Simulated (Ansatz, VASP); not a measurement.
## One calculation of Ir, two programs

Contents of INCAR:

```
PREC     = Accurate       # precision mode
ENCUT    = 520            # plane-wave cutoff, eV
EDIFF    = 1E-7           # SCF threshold, eV
ISMEAR   = 0              # smearing method
SIGMA    = 0.1            # smearing width, eV
LREAL    = False          # projectors in reciprocal space
LASPH    = True           # aspherical terms in the spheres
NELM     = 100            # most SCF steps
ALGO     = Normal         # electronic algorithm
ISIF     = 2              # what is computed and relaxed
LWAVE    = False          # write WAVECAR
LCHARG   = True           # write CHGCAR
GGA      = PE             # functional
LELF     = True           # ELF
LVHAR    = True         
NBANDS   = 16             # bands
```

Contents of KPOINTS:

```
Automatic mesh
0
Gamma
  6 6 6
```

File POSCAR:

```
Ir
1.0
    1.5885846680      0.9171697856      3.8039672912
   -1.5885846680      0.9171697856      3.8039672912
    0.0000000000     -1.8343395714      3.8039672912
Ir
2
Direct
    0.0577000000      0.0577000000      0.0577000000
    0.9423000000      0.9423000000      0.9423000000
```

Input for Ansatz:

```yaml
crystal:
  lattice:
    - [1.588584668, 0.9171697856, 3.8039672912]
    - [-1.588584668, 0.9171697856, 3.8039672912]
    - [0.0, -1.8343395714, 3.8039672912]
  atoms:
    - { symbol: Ir, position: [0.0577, 0.0577, 0.0577] }
    - { symbol: Ir, position: [0.9423, 0.9423, 0.9423] }
basis:
  ecutwfc: 420
kpoints:
  mp_grid: { grid: [6, 6, 6] }
hamiltonian:
  xc: pbe
scf:
  occupations: { method: gaussian, width: 0.1 }
  lower_state_search: "off"
output:
  forces: true
  stress: true
  eigenvalues: true
```

Alike in both runs: task single point; functional PBE; k mesh 6 × 6 × 6; occupations gaussian, width 0.1 eV; no spin polarisation.

|  | VASP | Ansatz |
| --- | --- | --- |
| version | VASP 6.6.1 | Ansatz 0.2.0 |
| potentials or method | VASP PAW PBE potentials, release 64 (Ir), cutoff 520 eV | scalar-relativistic, plane waves, PAW |
| valence electrons in the cell | 18 | 34 |

```tsv
	VASP	Ansatz	Ansatz less VASP
rms of the force components (eV/Å)	81.331	210.149	+128.8178
```

Atom by atom the forces differ by 128.818 eV/Å (rms over components). VASP's potentials hold 18 valence electrons a cell and Ansatz's 34, so a difference there can come from the potentials and not from the codes.

The k mesh is coarse, so the values compare programs but aren't converged. Spin-orbit coupling is off throughout.
